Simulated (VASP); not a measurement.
A run of VASP 6.6.1 is set up as follows.

File POSCAR:

```
TiTe2
1.0
    3.7770000000      0.0000000000      0.0000000000
   -1.8885000000      3.2709779501      0.0000000000
    0.0000000000      0.0000000000      6.4980000000
Te Ti
2 1
Direct
    0.3333333333      0.6666666667      0.7372000000
    0.6666666667      0.3333333333      0.2628000000
    0.0000000000      0.0000000000      0.0000000000
```

File INCAR.step1:

```
ALGO = Normal ; EDIFF = 1E-5
ENCUT = 520 ; GGA = PE
ISIF = 2 ; ISMEAR = -1
LASPH = T ; LCHARG = F
LREAL = F ; LWAVE = T
NBANDS = 19 ; NELM = 80
PREC = Accurate ; SIGMA = 0.05
```

INCAR.step2

```
AEXX = 0.1 ; ALGO = Normal
EDIFF = 1E-6 ; ENCUT = 520
ISIF = 2 ; ISMEAR = -1
ISTART = 1 ; LASPH = T
LCHARG = F ; LHFCALC = T
LMIXTAU = T ; LREAL = F
LWAVE = F ; METAGGA = R2SCAN
NBANDS = 19 ; NELM = 80
PREC = Accurate ; PRECFOCK = Normal
SIGMA = 0.05
```

KPOINTS

```
k-points
0
Gamma
  4 4 2
```

Potentials or basis: VASP PAW PBE potentials, release 64 (Te, Ti_sv).

Launch:

```bash
$ cat potpaw_PBE.64/Te/POTCAR potpaw_PBE.64/Ti_sv/POTCAR > POTCAR
$ cp INCAR.step1 INCAR
$ mpirun -np 1 vasp_std > vasp.out
$ cp INCAR.step2 INCAR
$ mpirun -np 1 vasp_std > vasp.out
```

(1) Estimate the band gap on the k mesh.

(2) What does it give for the pressure?

(3) Estimate the largest force.

Answers

(1) zero (band 12 reaches 7.50 eV, above the bottom of band 13 at 6.54 eV).

(2) 0.3 GPa.

(3) 0.254 eV/Å.

Caveat: the k points lie up to 0.48 Å⁻¹ apart; the PAW data sets were made with another functional, which shifts forces and pressure a little; spin-orbit coupling is left out, which moves the levels of the heavy elements.
